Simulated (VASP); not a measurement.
# Na (I4_1/amd) in VASP: a series of runs, part 2 of 2

VASP 6.6.1. The steps go on from the part before.

## (3) Single point, PBE (35.41 Å³/atom)

This run uses another cell than the first one, of 35.41 Å³/atom.

The input, INCAR:

```
ALGO = Normal
EDIFF = 1E-6
ENCUT = 520
GGA = PE
ISIF = 2
ISMEAR = -1
LASPH = T
LCHARG = T
LELF = T
LREAL = F
LVHAR = T
LWAVE = F
NBANDS = 14
NELM = 60
PREC = Accurate
SIGMA = 0.08
```

The input, KPOINTS:

```
k-points
0
Gamma
  12 12 12
```

The input, POSCAR:

```
Na
1.0
   -3.1993440627      3.1993440627      1.7296567878
    3.1993440627     -3.1993440627      1.7296567878
    3.1993440627      3.1993440627     -1.7296567878
Na
2
Direct
   -0.3750000000     -0.1250000000     -0.2500000000
    0.3750000000      0.1250000000      0.2500000000
```

Potentials or basis: VASP PAW PBE potentials, release 64 (Na_pv).

Run with:

```sh
$ cat potpaw_PBE.64/Na_pv/POTCAR > POTCAR
$ mpirun -np 1 vasp_std > vasp.out
```

OUTCAR:

```text
EDIFF = 1E-6
   ENCUT = 520
   GGA = PE
   ISIF = 2
   ISMEAR = -1
   LASPH = T
   LREAL = F
   NELM = 60
   PREC = Accurate

 ion  position               nearest neighbor table
   1  0.625  0.875  0.750-
   2  0.375  0.125  0.250-

  LATTYP: Found a body centered tetragonal cell.
 ALAT       =     6.3986881254
 C/A-ratio  =     0.5406285645

  Lattice vectors:

 A1 = (  -3.1993440627,   3.1993440627,   1.7296567878)
 A2 = (   3.1993440627,  -3.1993440627,   1.7296567878)
 A3 = (   3.1993440627,   3.1993440627,  -1.7296567878)

Analysis of symmetry for initial positions (statically):
=====================================================================
 Subroutine PRICEL returns:
 Original cell was already a primitive cell.

 Routine SETGRP: Setting up the symmetry group for a
 body centered tetragonal supercell.

 Subroutine GETGRP returns: Found 16 space group operations
 (whereof  4 operations were pure point group operations)
 out of a pool of 16 trial point group operations.

The static configuration has the point symmetry C_2h.
[... 174 lines left out ...]
      4     -24.5109      2.00000
      5     -24.5098      2.00000
      6     -24.5098      2.00000
      7      -2.9010      2.00000
      8       4.0095      0.00000
      9       4.0646      0.00000
     10       4.0646      0.00000
     11       5.2509      0.00000
     12       9.8212      0.00000
     13      10.7245      0.00000
     14      11.4938      0.00000
[... 377 lines left out ...]
      1     -24.5585      2.00000
      2     -24.5447      2.00000
      3     -24.5386      2.00000
      4     -24.5264      2.00000
      5     -24.5223      2.00000
      6     -24.5099      2.00000
      7      -1.3425      2.00000
      8       1.6477      0.00000
      9       3.9761      0.00000
     10       5.3397      0.00000
     11       6.6509      0.00000
     12       7.1629      0.00000
     13       7.6387      0.00000
     14       9.2800      0.00000

 [... further k-points ...]

------------------------ aborting loop because EDIFF is reached ----------------------------------------

  FORCE on cell =-STRESS in cart. coord.  units (eV):
  Direction    XX          YY          ZZ          XY          YZ          ZX
  --------------------------------------------------------------------------------------
  -------------------------------------------------------------------------------------
  Total        0.2823350      0.2823350      0.2933314      0.0000000      0.0000000      0.0000000
  in kB        6.3875372      6.3875372      6.6363195      0.0000000      0.0000000      0.0000000
  external PRESSURE =       6.4704646 kB  Pullay stress =       0.0000000 kB

 VOLUME and BASIS-vectors are now :
 -----------------------------------------------------------------------------
  energy-cutoff  :      520.00
  volume of cell :       70.82
      direct lattice vectors                 reciprocal lattice vectors
    -3.199344063  3.199344063  1.729656788     0.000000000  0.156282035  0.289074690
     3.199344063 -3.199344063  1.729656788     0.156282035  0.000000000  0.289074690
     3.199344063  3.199344063 -1.729656788     0.156282035  0.156282035  0.000000000

 POSITION                                       TOTAL-FORCE (eV/Angst)
 -----------------------------------------------------------------------------------
      3.19934      1.59967      1.29724        -0.000000      0.000000      0.000000
      0.00000      1.59967      0.43241         0.000000     -0.000000     -0.000000
 -----------------------------------------------------------------------------------
    total drift:                               -0.000000     -0.000000      0.000000

  FREE ENERGIE OF THE ION-ELECTRON SYSTEM (eV)
  ---------------------------------------------------
  free  energy   TOTEN  =        -2.4752323322 eV

  energy  without entropy=       -2.4556399706  energy(sigma->0) =       -2.46543615
```

OSZICAR:

```text
N       E                     dE             d eps       ncg     rms          rms(c)
DAV:   1     0.101421899516E+03    0.10142E+03   -0.76627E+03  4564   0.967E+02
DAV:   2     0.151676857688E+01   -0.99905E+02   -0.98809E+02  4714   0.280E+02
DAV:   3    -0.242436120599E+01   -0.39411E+01   -0.39373E+01  5890   0.631E+01
DAV:   4    -0.247830101468E+01   -0.53940E-01   -0.53938E-01  5104   0.806E+00
DAV:   5    -0.247949285659E+01   -0.11918E-02   -0.11918E-02  5908   0.120E+00    0.324E-01
DAV:   6    -0.247713519781E+01    0.23577E-02   -0.11554E-03  5610   0.442E-01    0.217E-01
DAV:   7    -0.247525161109E+01    0.18836E-02   -0.21447E-03  6654   0.518E-01    0.271E-02
DAV:   8    -0.247523176464E+01    0.19846E-04   -0.17402E-04  5962   0.226E-01    0.491E-03
DAV:   9    -0.247523233218E+01   -0.56753E-06   -0.28926E-06  5362   0.266E-02
   1 F= -.24752323E+01 E0= -.24654362E+01  d E =-.195924E-01
```

stdout:

```text
POSCAR found type information on POSCAR Na
 POSCAR found :  1 types and       2 ions
 scaLAPACK will be used
 LDA part: xc-table for (Slater+PW92), standard interpolation
 POSCAR, INCAR and KPOINTS ok, starting setup
 FFT: planning ... GRIDC
 FFT: planning ... GRID_SOFT
 FFT: planning ... GRID
 WAVECAR not read
 entering main loop
```

Wall time 2 min (1 thread of AMD EPYC 9755, shared host); peak memory 0.23 GiB.

What came out:

| Item | Value |
| --- | --- |
| Free energy | -2.4752 eV |
| Pressure | 0.6 GPa |
| Band gap on the k mesh | zero (bands 7 and 8 overlap by 2.94 eV) |

## (4) Single point, PBE (35.41 Å³/atom)

This run uses another cell than the first one, of 35.41 Å³/atom.

The input, INCAR:

```
SYSTEM = Na
ALGO = Normal
EDIFF = 1E-6
ENCUT = 520
GGA = PE
ISIF = 2
ISMEAR = -1
LASPH = .TRUE.
LCHARG = .TRUE.
LELF = .TRUE.
LREAL = .FALSE.
LVHAR = .TRUE.
LWAVE = .FALSE.
NBANDS = 14
NELM = 60
PREC = Accurate
SIGMA = 0.08
```

The input, KPOINTS:

```
k-points
0
G
  12 12 12
  0 0 0
```

POSCAR is that of step 3.

Potentials or basis: VASP PAW PBE potentials, release 64 (Na_pv).

Run with:

```sh
$ cat potpaw_PBE.64/Na_pv/POTCAR > POTCAR
$ mpirun -np 1 vasp_std > vasp.out
```

OUTCAR:

```text
SYSTEM = Na
   EDIFF = 1E-6
   ENCUT = 520
   GGA = PE
   ISIF = 2
   ISMEAR = -1
   LASPH = .TRUE.
   LREAL = .FALSE.
   NELM = 60
   PREC = Accurate

 ion  position               nearest neighbor table
   1  0.625  0.875  0.750-
   2  0.375  0.125  0.250-

  LATTYP: Found a body centered tetragonal cell.
 ALAT       =     6.3986881254
 C/A-ratio  =     0.5406285645

  Lattice vectors:

 A1 = (  -3.1993440627,   3.1993440627,   1.7296567878)
 A2 = (   3.1993440627,  -3.1993440627,   1.7296567878)
 A3 = (   3.1993440627,   3.1993440627,  -1.7296567878)

Analysis of symmetry for initial positions (statically):
=====================================================================
 Subroutine PRICEL returns:
 Original cell was already a primitive cell.

 Routine SETGRP: Setting up the symmetry group for a
 body centered tetragonal supercell.

 Subroutine GETGRP returns: Found 16 space group operations
 (whereof  4 operations were pure point group operations)
 out of a pool of 16 trial point group operations.

The static configuration has the point symmetry C_2h.
[... 175 lines left out ...]
      5     -24.5098      2.00000
      6     -24.5098      2.00000
      7      -2.9010      2.00000
      8       4.0095      0.00000
      9       4.0646      0.00000
     10       4.0646      0.00000
     11       5.2509      0.00000
     12       9.8212      0.00000
     13      10.7245      0.00000
     14      11.4938      0.00000
[... 377 lines left out ...]
      1     -24.5585      2.00000
      2     -24.5447      2.00000
      3     -24.5386      2.00000
      4     -24.5264      2.00000
      5     -24.5223      2.00000
      6     -24.5099      2.00000
      7      -1.3425      2.00000
      8       1.6477      0.00000
      9       3.9761      0.00000
     10       5.3397      0.00000
     11       6.6509      0.00000
     12       7.1629      0.00000
     13       7.6387      0.00000
     14       9.2800      0.00000

 [... further k-points ...]

------------------------ aborting loop because EDIFF is reached ----------------------------------------

  FORCE on cell =-STRESS in cart. coord.  units (eV):
  Direction    XX          YY          ZZ          XY          YZ          ZX
  --------------------------------------------------------------------------------------
  -------------------------------------------------------------------------------------
  Total        0.2823350      0.2823350      0.2933314      0.0000000      0.0000000      0.0000000
  in kB        6.3875372      6.3875372      6.6363195      0.0000000      0.0000000      0.0000000
  external PRESSURE =       6.4704646 kB  Pullay stress =       0.0000000 kB

 VOLUME and BASIS-vectors are now :
 -----------------------------------------------------------------------------
  energy-cutoff  :      520.00
  volume of cell :       70.82
      direct lattice vectors                 reciprocal lattice vectors
    -3.199344063  3.199344063  1.729656788     0.000000000  0.156282035  0.289074690
     3.199344063 -3.199344063  1.729656788     0.156282035  0.000000000  0.289074690
     3.199344063  3.199344063 -1.729656788     0.156282035  0.156282035  0.000000000

 POSITION                                       TOTAL-FORCE (eV/Angst)
 -----------------------------------------------------------------------------------
      3.19934      1.59967      1.29724        -0.000000      0.000000      0.000000
      0.00000      1.59967      0.43241         0.000000     -0.000000     -0.000000
 -----------------------------------------------------------------------------------
    total drift:                               -0.000000     -0.000000      0.000000

  FREE ENERGIE OF THE ION-ELECTRON SYSTEM (eV)
  ---------------------------------------------------
  free  energy   TOTEN  =        -2.4752323322 eV

  energy  without entropy=       -2.4556399706  energy(sigma->0) =       -2.46543615
```

It took 1.9 min on 1 thread of AMD EPYC 9755, shared host; peak memory 0.24 GiB.

Results:

```yaml
Free_energy: -2.4752 eV
Pressure: 0.6 GPa
Band_gap_on_the_k_mesh: zero (bands 7 and 8 overlap by 2.94 eV)
```

Levels at points of the mesh, in eV from the Fermi level:
| k point | band 4 | band 5 | band 6 | band 7 | band 8 | band 9 | band 10 | band 11 |
| --- | --- | --- | --- | --- | --- | --- | --- | --- |
| (0.00, 0.00, 0.00) | -24.99 | -24.99 | -24.99 | -3.38 | 3.53 | 3.59 | 3.59 | 4.77 |
| (0.50, 0.00, 0.00) | -25.01 | -25.00 | -24.99 | 0.52 | 0.84 | 3.83 | 4.00 | 4.11 |
| (0.50, 0.50, 0.00) | -25.02 | -24.99 | -24.99 | -1.51 | -1.51 | 5.19 | 5.19 | 5.94 |
| (0.50, 0.50, 0.50) | -24.99 | -24.98 | -24.98 | 0.15 | 0.15 | 0.48 | 0.48 | 8.68 |
